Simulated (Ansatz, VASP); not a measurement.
# Two plane-wave programs on HgTe

```xyz
2
Lattice="0.0000 3.2176 3.2176 3.2176 0.0000 3.2176 3.2176 3.2176 0.0000" Properties=species:S:1:pos:R:3 pbc="T T T"
Hg    0.0000    0.0000    0.0000
Te    1.6088    1.6088    1.6088
```

Alike in both runs: functional LDA; k mesh 9 × 9 × 9; occupations fermi-dirac, width 0.1 eV; no spin polarisation.

Ansatz relaxed the structure, and its values are those at the end. VASP's run is a single point on that final structure, the one shown.

|  | VASP | Ansatz |
| --- | --- | --- |
| version | VASP 6.6.1 | Ansatz 0.2.0 |
| potentials or method | VASP PAW LDA potentials, release 64 (Hg, Te), cutoff 520 eV | PAW plane waves |
| valence electrons in the cell | 18 | 36 |

|  | VASP | Ansatz | Ansatz less VASP |
| --- | --- | --- | --- |
| gap on the k mesh at the Fermi level (eV) | none | none | - |
| pressure (GPa) | 0.3 | 0.0 | -0.26 |

Ansatz warns that its potentials were made for another functional, while VASP's fit it. LDA's correlation is that of Perdew and Zunger in VASP and of Perdew and Wang (1992) in Ansatz. A gap of «none» marks a metal or a gap that the smearing closes. VASP's potentials hold 18 valence electrons a cell and Ansatz's 36, so a difference there can come from the potentials and not from the codes.

Neither program's run includes spin-orbit coupling.
